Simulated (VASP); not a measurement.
# P (Fd-3m) in VASP: a series of runs, part 2 of 2

VASP 6.6.1. Earlier steps stand in the parts before.

## 4. Single point, LDA (17.52 Å³/atom)

This run uses another cell than the first one, of 17.52 Å³/atom.

File INCAR:

```
ALGO = Normal
EDIFF = 1E-6
ENCUT = 520
ISIF = 2
ISMEAR = -1
LASPH = True
LCHARG = True
LELF = True
LREAL = False
LVHAR = True
LWAVE = False
NBANDS = 12
NELM = 100
PREC = Accurate
SIGMA = 0.1
```

File KPOINTS:

```
k-points
0
Gamma
  12 12 12
```

File POSCAR:

```
P
1.0
    0.0000000000      2.5972030647      2.5972030647
    2.5972030647      0.0000000000      2.5972030647
    2.5972030647      2.5972030647      0.0000000000
P
2
Direct
    0.1250000000      0.1250000000      0.1250000000
    0.8750000000      0.8750000000      0.8750000000
```

Potentials or basis: VASP PAW LDA potentials, release 64 (P).

The run is started by

```bash
$ cat potpaw_LDA.64/P/POTCAR > POTCAR
$ mpirun -np 1 vasp_std > vasp.out
```

OUTCAR:

```text
EDIFF = 1E-6
   ENCUT = 520
   ISIF = 2
   ISMEAR = -1
   LASPH = True
   LREAL = False
   NELM = 100
   PREC = Accurate

 ion  position               nearest neighbor table
   1  0.125  0.125  0.125-   2 2.25   2 2.25   2 2.25   2 2.25
   2  0.875  0.875  0.875-   1 2.25   1 2.25   1 2.25   1 2.25

  LATTYP: Found a face centered cubic cell.
 ALAT       =     5.1944061294

  Lattice vectors:

 A1 = (   0.0000000000,   2.5972030647,   2.5972030647)
 A2 = (   2.5972030647,   0.0000000000,   2.5972030647)
 A3 = (   2.5972030647,   2.5972030647,   0.0000000000)

Analysis of symmetry for initial positions (statically):
=====================================================================
 Subroutine PRICEL returns:
 Original cell was already a primitive cell.

 Routine SETGRP: Setting up the symmetry group for a
 face centered cubic supercell.

 Subroutine GETGRP returns: Found 48 space group operations
 (whereof 12 operations were pure point group operations)
 out of a pool of 48 trial point group operations.

The static configuration has the point symmetry D_3d.
 The point group associated with its full space group is O_h .

Analysis of symmetry for dynamics (positions and initial velocities):
=====================================================================
 Subroutine PRICEL returns:
 Original cell was already a primitive cell.

 Routine SETGRP: Setting up the symmetry group for a
 face centered cubic supercell.

 Subroutine GETGRP returns: Found 48 space group operations
 (whereof 12 operations were pure point group operations)
 out of a pool of 48 trial point group operations.

The dynamic configuration has the point symmetry D_3d.
 The point group associated with its full space group is O_h .

 Subroutine INISYM returns: Found 48 space group operations
 (whereof 12 operations are pure point group operations),
 and found     1 'primitive' translations

----------------------------------------------------------------------------------------

                                     Primitive cell

  volume of cell :      35.0387

  direct lattice vectors                    reciprocal lattice vectors
     0.000000000  2.597203065  2.597203065    -0.192514789  0.192514789  0.192514789
     2.597203065  0.000000000  2.597203065     0.192514789 -0.192514789  0.192514789
     2.597203065  2.597203065  0.000000000     0.192514789  0.192514789 -0.192514789

  length of vectors
     3.672999798  3.672999798  3.672999798     0.333445396  0.333445396  0.333445396

  position of ions in fractional coordinates (direct lattice)
     0.125000000  0.125000000  0.125000000
     0.875000000  0.875000000  0.875000000

  ion indices of the primitive-cell ions
   primitive index   ion index
                 1           1
                 2           2

----------------------------------------------------------------------------------------

 KPOINTS: k-points

Automatic generation of k-mesh.
 Grid dimensions read from file:
 generate k-points for:   12   12   12

 Generating k-lattice:

  Cartesian coordinates                     Fractional coordinates (reciprocal lattice)
    -0.016042899  0.016042899  0.016042899     0.083333333  0.000000000  0.000000000
     0.016042899 -0.016042899  0.016042899     0.000000000  0.083333333  0.000000000
     0.016042899  0.016042899 -0.016042899     0.000000000  0.000000000  0.083333333

  Length of vectors
     0.027787116  0.027787116  0.027787116

  Shift w.r.t. Gamma in fractional coordinates (k-lattice)
     0.000000000  0.000000000  0.000000000

 Subroutine IBZKPT returns following result:
 ===========================================

 Found     72 irreducible k-points:

 Following reciprocal coordinates:
            Coordinates               Weight
  0.000000  0.000000  0.000000      1.000000
  0.083333  0.000000  0.000000      8.000000
  0.166667  0.000000  0.000000      8.000000
  0.250000  0.000000  0.000000      8.000000
  0.333333  0.000000  0.000000      8.000000
  0.416667  0.000000  0.000000      8.000000
[... 16 lines left out ...]
  0.500000  0.166667  0.000000     24.000000
 -0.416667  0.166667  0.000000     24.000000
 [... further k-points ...]
   k-points           NKPTS =     72   k-points in BZ     NKDIM =     72   number of bands    NBANDS=     12
   number of dos      NEDOS =    301   number of ions     NIONS =      2
   total plane-waves  NPLWV =  21952
   dimension x,y,z NGX =    28 NGY =   28 NGZ =   28
   dimension x,y,z NGXF=    56 NGYF=   56 NGZF=   56
   ions per type =               2
   NGX,Y,Z   is equivalent  to a cutoff of  12.67, 12.67, 12.67 a.u.
   NGXF,Y,Z  is equivalent  to a cutoff of  25.35, 25.35, 25.35 a.u.
 SYSTEM =  unknown system
   PREC   = accura    normal or accurate (medium, high low for compatibility)
   ISTART =      0    job   : 0-new  1-cont  2-samecut
   ICHARG =      2    charge: 1-file 2-atom 10-const
   ISPIN  =      1    spin polarized calculation?
   LNONCOLLINEAR =      F non collinear calculations
   LSORBIT =      F    spin-orbit coupling
   LASPH  =      T    aspherical Exc in radial PAW
   ENCUT  =  520.0 eV  38.22 Ry    6.18 a.u.   6.83  6.83  6.83*2*pi/ulx,y,z
   NELM   =    100;   NELMIN=  2; NELMDL= -5     # of ELM steps
   EDIFF  = 0.1E-05   stopping-criterion for ELM
   LREAL  =      F    real-space projection
   EDIFFG = 0.1E-04   stopping-criterion for IOM
   NSW    =      0    number of steps for IOM
   IBRION =     -1    ionic relax: 0-MD 1-quasi-New 2-CG
   NFREE  =      0    steps in history (QN), initial steepest desc. (CG)
   ISIF   =      2    stress and relaxation
   ISYM   =      2    0-nonsym 1-usesym 2-fastsym
   POTIM  = 0.5000    time-step for ionic-motion
   TEBEG  =    0.0;   TEEND  =   0.0 temperature during run
   PSTRESS=    0.0 pullay stress
   NELECT =      10.0000    total number of electrons
   NUPDOWN=      -1.0000    fix difference up-down
   EMIN   =  10.00;   EMAX   =-10.00  energy-range for DOS
   EFERMI =   0.00;   METHOD = LEGACY
   ISMEAR =    -1;   SIGMA  =   0.10  broadening in eV -4-tet -1-fermi 0-gaus
   EFERMI_NEDOS =   21; number of points for ismear=-14 and -15
   IALGO  =     38    algorithm
   IMIX   =      4    mixing-type and parameters
     AMIX     =   0.40;   BMIX     =  1.00
     AMIX_MAG =   1.60;   BMIX_MAG =  1.00
  volume/ion in A,a.u.               =      17.52       118.23
  Fermi-wavevector in a.u.,A,eV,Ry     =   1.077851  2.036844 15.806757  1.161764
  Thomas-Fermi vector in A             =   2.213774
   LORBIT       =      0    0 simple, 1 ext, 2 COOP (PROOUT), +10 PAW based schemes
   GGA     = CA    functional components
   LHFCALC =     F    Hartree Fock is set to
   AEXX    =    0.0000 exact exchange contribution
   IVDW    =     0    specifies the selected vdW correction
   LEPSILON=     F    determine dielectric tensor
   LRPA    =     F    only Hartree local field effects (RPA)
 non-spin polarized calculation
  energy-cutoff  :      520.00
  volume of cell :       35.04
 maximum number of plane-waves:       960
   NGX = 13   NGY = 13   NGZ = 13

 number of electron      10.0000001 magnetization

 Free energy of the ion-electron system (eV)
  ---------------------------------------------------
  ext. energy  EPLUGINS =         0.00000000
  ---------------------------------------------------
  free energy    TOTEN  =       -10.95399948 eV

  energy without entropy =      -10.92275086  energy(sigma->0) =      -10.93837517

 E-fermi :   7.8074     XC(G=0): -10.4016

 val. band max:        7.8052521046   @ k =  -0.1667   0.2500   0.0833
 cond. band min:       7.8103008364   @ k =  -0.4167   0.4167   0.0000
 fundamental gap:      0.0050487318
 Fermi energy:         7.8073790240

 k-point     1 :       0.0000    0.0000    0.0000
  band No.  band energies     occupation
      1      -8.6367      2.00000
      2       4.2507      2.00000
      3       4.2507      2.00000
      4       4.2507      2.00000
      5       5.6803      2.00000
      6       7.5835      1.80743
      7       7.5835      1.80743
      8       7.5835      1.80743
      9      13.9057      0.00000
     10      14.3233      0.00000
     11      14.3233      0.00000
     12      18.1581      0.00000
[... 331 lines left out ...]
 k-point    24 :      -0.4167    0.1667    0.0000
  band No.  band energies     occupation
      1      -6.1169      2.00000
      2      -3.0164      2.00000
      3       1.3627      2.00000
      4       2.7311      2.00000
      5       6.9215      1.99972
      6       9.1151      0.00000
      7       9.7931      0.00000
      8      13.1900      0.00000
      9      14.0434      0.00000
     10      15.0550      0.00000
     11      17.7764      0.00000
     12      18.9347      0.00000

 [... further k-points ...]
[... 5 lines left out ...]
  --------------------------------------------------------------------------------------
  -------------------------------------------------------------------------------------
  Total        1.1413573      1.1413573      1.1413573     -0.0000000      0.0000000      0.0000000
  in kB       52.1896642     52.1896642     52.1896642     -0.0000000      0.0000000      0.0000000
  external PRESSURE =      52.1896642 kB  Pullay stress =       0.0000000 kB

 VOLUME and BASIS-vectors are now :
 -----------------------------------------------------------------------------
  energy-cutoff  :      520.00
  volume of cell :       35.04
      direct lattice vectors                 reciprocal lattice vectors
     0.000000000  2.597203065  2.597203065    -0.192514789  0.192514789  0.192514789
     2.597203065  0.000000000  2.597203065     0.192514789 -0.192514789  0.192514789
     2.597203065  2.597203065  0.000000000     0.192514789  0.192514789 -0.192514789

 POSITION                                       TOTAL-FORCE (eV/Angst)
 -----------------------------------------------------------------------------------
      0.64930      0.64930      0.64930         0.000000      0.000000      0.000000
      4.54511      4.54511      4.54511        -0.000000     -0.000000     -0.000000
 -----------------------------------------------------------------------------------
    total drift:                               -0.000000     -0.000000     -0.000000

  FREE ENERGIE OF THE ION-ELECTRON SYSTEM (eV)
  ---------------------------------------------------
  free  energy   TOTEN  =       -10.9539994819 eV

  energy  without entropy=      -10.9227508568  energy(sigma->0) =      -10.93837517
```

stdout:

```text
POSCAR found type information on POSCAR P
 POSCAR found :  1 types and       2 ions
 scaLAPACK will be used
 LDA part: xc-table for (Slater(with rela. corr.)+CA(PZ))
 , standard interpolation
 POSCAR, INCAR and KPOINTS ok, starting setup
 FFT: planning ... GRIDC
 FFT: planning ... GRID_SOFT
 FFT: planning ... GRID
 WAVECAR not read
 entering main loop
```

It took 13 s on 1 thread of Intel Xeon 6975P-C (Granite Rapids), shared host; peak memory 0.14 GiB.

What came out:

* Free energy: -10.9540 eV
* Pressure: 5.2 GPa
* Band gap on the k mesh: zero (bands 5 and 6 overlap by 3.62 eV)

Caveat: the cell stands under pressure.

## 5. Overview

| cell | k mesh | gap on the mesh (eV) | pressure (GPa) |
| --- | --- | --- | --- |
| a = 3.777 Å, angles 60.0°, 2 atoms | 10 × 10 × 10 | none | -0.2 |
| a = 3.619 Å, angles 60.0°, 2 atoms | 12 × 12 × 12 | none | 8.6 |
| a = 3.673 Å, angles 60.0°, 2 atoms | 12 × 12 × 12 | none | 5.2 |

Alike in all rows: task single point; level LDA; potentials or basis VASP PAW LDA potentials, release 64 (P); no spin polarisation; cutoff (eV) 520; smearing fermi-dirac 0.1 eV.

Caveats: the cell stands under pressure (at least some runs).

Absolute energies hang on the potentials; compare differences alone.
